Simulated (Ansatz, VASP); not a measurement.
PbO: VASP beside Ansatz

```
O Pb
1.0
     3.38307    0.00000    0.00000
     0.00000    3.38307    0.00000
     0.00000    0.00000    3.38307
O Pb
1 1
Cartesian
  1.6915 1.6915 1.6915
  0.0000 0.0000 0.0000
```

Alike in both runs: task single point; functional PBEsol; k mesh 10 × 10 × 10; occupations gaussian, width 0.01 eV; no spin polarisation.

|  | VASP | Ansatz |
| --- | --- | --- |
| version | VASP 6.6.1 | Ansatz 0.2.0 |
| potentials or method | VASP PAW PBE potentials, release 64 (O, Pb_d), cutoff 520 eV | scalar-relativistic, plane waves, PAW |
| valence electrons in the cell | 20 | 20 |

|  | VASP | Ansatz | Ansatz less VASP |
| --- | --- | --- | --- |
| gap on the k mesh at the Fermi level (eV) | 0.20 | 0.20 | 0.000 |
| least direct gap on the mesh (eV) | 0.54 | 0.54 | 0.000 |
| pressure (GPa) | -13.7 | -13.6 | +0.09 |

VASP's potentials were made for PBE, not for PBEsol.

Spin-orbit coupling is off throughout.
